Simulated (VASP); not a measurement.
Write the native input for VASP 6.6.1 that does the following.

* Task: single point
* Functional: r2SCAN
* Potentials or basis: VASP PAW PBE potentials, release 64 (Si, C)
* Cutoff: 520 eV
* k mesh: 10 × 10 × 10
* Occupations: gaussian, width 0.01 eV
* Spin: no spin polarisation
* Dipole correction: no
* Further INCAR settings: ALGO = Normal; EDIFF = 1e-06; NBANDS = 11

SiC:

```
Si C
1.0
     0.00000    2.07176    2.24355
     2.07176    0.00000    2.24355
     2.07176    2.07176    0.00000
Si C
1 1
Direct
  0.00000 0.00000 0.00000
  0.25000 0.25000 0.25000
```

This cell differs from its parent crystal: epitaxial xy strain -4.9%.

One way to write it, as run:

POSCAR

```
SiC
1.0
    0.0000000000      2.0717633977      2.2435524377
    2.0717633977      0.0000000000      2.2435524377
    2.0717633977      2.0717633977      0.0000000000
Si C
1 1
Direct
    0.0000000000      0.0000000000      0.0000000000
    0.2500000000      0.2500000000      0.2500000000
```

INCAR.step1

```
PREC     = Accurate       # precision mode
ENCUT    = 520            # plane-wave cutoff, eV
ISMEAR   = 0              # smearing method
SIGMA    = 0.01           # smearing width, eV
LREAL    = F              # projectors in reciprocal space
LASPH    = T              # aspherical terms in the spheres
NELM     = 80             # most SCF steps
NBANDS   = 11             # bands
GGA      = PE             # functional
ALGO     = Normal         # electronic algorithm
EDIFF    = 1E-4           # SCF threshold, eV
LWAVE    = T              # write WAVECAR
LCHARG   = F              # write CHGCAR
```

INCAR.step2

```
PREC     = Accurate       # precision mode
ENCUT    = 520            # plane-wave cutoff, eV
EDIFF    = 1E-6           # SCF threshold, eV
ISMEAR   = 0              # smearing method
SIGMA    = 0.01           # smearing width, eV
LREAL    = F              # projectors in reciprocal space
LASPH    = T              # aspherical terms in the spheres
NELM     = 80             # most SCF steps
ALGO     = Normal         # electronic algorithm
ISIF     = 2              # what is computed and relaxed
LWAVE    = F              # write WAVECAR
LCHARG   = F              # write CHGCAR
METAGGA  = R2SCAN         # meta-GGA
LMIXTAU  = T            
NBANDS   = 11             # bands
ISTART   = 1
```

KPOINTS

```
regular mesh
0
Gamma
  10 10 10
```

Potentials or basis: VASP PAW PBE potentials, release 64 (Si, C).

Run with:

```bash
$ cat potpaw_PBE.64/Si/POTCAR potpaw_PBE.64/C/POTCAR > POTCAR
$ cp INCAR.step1 INCAR
$ mpirun -np 1 vasp_std > vasp.out
$ cp INCAR.step2 INCAR
$ mpirun -np 1 vasp_std > vasp.out
```

Results of the run:

```yaml
Pressure: 17.6 GPa
Band_gap_on_the_k_mesh: 1.20 eV, indirect (least direct gap 5.06 eV)
```

Caveat: the cell differs from its parent crystal (epitaxial xy strain -4.9%); the PAW data sets were made with another functional, which shifts forces and pressure a little.

It took 2.3 min on 1 thread of AMD EPYC 7R13, on a shared host, peak memory 0.12 GiB.
